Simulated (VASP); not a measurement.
BN: single point with r2SCAN

Crystal: BN.

```xyz
4
Lattice="2.5010 0.0000 0.0000 -1.2505 2.1659 0.0000 0.0000 0.0000 6.8742" Properties=species:S:1:pos:R:3 pbc="T T T"
B     0.0000    1.4439    1.7185
B     1.2505    0.7220    5.1556
N     0.0795    1.3644    5.1556
N     1.2505    0.7220    1.7185
```

This cell differs from its parent crystal: atom 3 (N) moved +0.113 Å along Cartesian [1 -1 0].

```
Program                : VASP 6.6.1
Task                   : single point
Functional             : r2SCAN
Potentials or basis    : VASP PAW PBE potentials, release 64 (B, N)
Cutoff                 : 520 eV
k mesh                 : 12 × 12 × 4
Occupations            : gaussian, width 0.05 eV
Spin                   : no spin polarisation
Dipole correction      : no
Further INCAR settings : ALGO = Normal; EDIFF = 1e-07; NBANDS = 16
```

The pressure is 2.9 GPa and the largest force is 5.406 eV/Å. The band gap on the k mesh is 4.65 eV (least direct gap 5.12 eV).

Forces on the atoms (eV/Å):
```
B    0.000 -0.001  0.000
B    4.219 -3.365  0.000
N   -4.227  3.370  0.000
N    0.008 -0.004  0.000
```

Stress tensor (GPa, compression positive):
```
 9.04 -5.50  0.00
-5.50 -0.03  0.00
 0.00  0.00 -0.24
```

Levels at points of the mesh, in eV from the valence-band top:
```csv
k point,band 6,band 7,band 8,band 9,band 10,band 11
"(0.00, 0.00, 0.00)",-1.35,-1.35,0.00,5.39,10.60,10.75
"(0.50, 0.00, 0.00)",-4.25,-1.45,-0.56,4.96,6.40,9.88
"(0.00, 0.50, 0.00)",-4.28,-1.58,-0.60,5.02,6.74,9.98
"(0.50, 0.50, 0.00)",-3.62,-1.16,-0.43,4.68,5.74,10.30
"(0.00, 0.00, 0.50)",-1.35,-1.35,0.00,7.68,7.68,10.76
"(0.50, 0.00, 0.50)",-4.27,-1.08,-0.93,5.35,5.62,10.12
"(0.00, 0.50, 0.50)",-4.28,-1.26,-0.93,5.35,6.02,10.27
"(0.50, 0.50, 0.50)",-3.62,-0.93,-0.59,4.65,5.35,10.65
```

It took 6.3 min on 1 thread of Intel(R) Xeon(R) Platinum 8488C (Sapphire Rapids), on a shared host, peak memory 0.24 GiB.

Caveat: the cell differs from its parent crystal (atom 3 (N) moved +0.113 Å along Cartesian [1 -1 0]); the PAW data sets were made with another functional, which shifts forces and pressure a little. A k mesh can miss the band edges.
